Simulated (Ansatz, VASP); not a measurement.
## One calculation of LiH, two programs

INCAR

```
SYSTEM = LiH
PREC     = Accurate       ! precision mode
ENCUT    = 750            ! plane-wave cutoff, eV
EDIFF    = 1E-6           ! SCF threshold, eV
ISMEAR   = 0              ! smearing method
SIGMA    = 0.1            ! smearing width, eV
LREAL    = .FALSE.        ! projectors in reciprocal space
LASPH    = .TRUE.         ! aspherical terms in the spheres
NELM     = 120            ! most SCF steps
ALGO     = Normal         ! electronic algorithm
ISIF     = 2              ! what is computed and relaxed
LWAVE    = .FALSE.        ! write WAVECAR
LCHARG   = .TRUE.         ! write CHGCAR
GGA      = PE             ! functional
LELF     = .TRUE.         ! ELF
LVHAR    = .TRUE.       
NBANDS   = 9              ! bands
GGA_COMPAT= .FALSE.
```

KPOINTS

```
regular mesh
0
G
  8 8 8
  0 0 0
```

File POSCAR:

```
LiH
1.0
    0.0000000000      2.0086193919      2.0086193919
    2.0086193919      0.0000000000      2.0086193919
    2.0086193919      2.0086193919      0.0000000000
Li H
1 1
Direct
    0.0000000000      0.0000000000      0.0000000000
    0.5000000000      0.5000000000      0.5000000000
```

Input for Ansatz:

```yaml
crystal:
  lattice:
    - [0.0, 2.0086193919, 2.0086193919]
    - [2.0086193919, 0.0, 2.0086193919]
    - [2.0086193919, 2.0086193919, 0.0]
  atoms:
    - { symbol: Li, position: [0.0, 0.0, 0.0] }
    - { symbol: H, position: [0.5, 0.5, 0.5] }
basis:
  ecutwfc: 420
kpoints:
  mp_grid: { grid: [8, 8, 8] }
hamiltonian:
  xc: pbe
scf:
  occupations: { method: gaussian, width: 0.1 }
output:
  forces: true
  stress: true
  eigenvalues: true
```

Alike in both runs: task single point; functional PBE; k mesh 8 × 8 × 8; occupations gaussian, width 0.1 eV; no spin polarisation.

|  | VASP | Ansatz |
| --- | --- | --- |
| version | VASP 6.6.1 | Ansatz 0.2.0 |
| potentials or method | VASP PAW PBE potentials, release 64 (Li_sv, H), cutoff 750 eV | scalar-relativistic, plane waves, PAW |
| valence electrons in the cell | 4 | 4 |

|  | VASP | Ansatz | Ansatz less VASP |
| --- | --- | --- | --- |
| gap on the k mesh at the Fermi level (eV) | 2.99 | 2.99 | +0.005 |
| least direct gap on the mesh (eV) | 2.99 | 2.99 | +0.005 |
| pressure (GPa) | -0.5 | -0.3 | +0.20 |

The functional is the same, so the differences come from potentials, cutoffs and numerics.
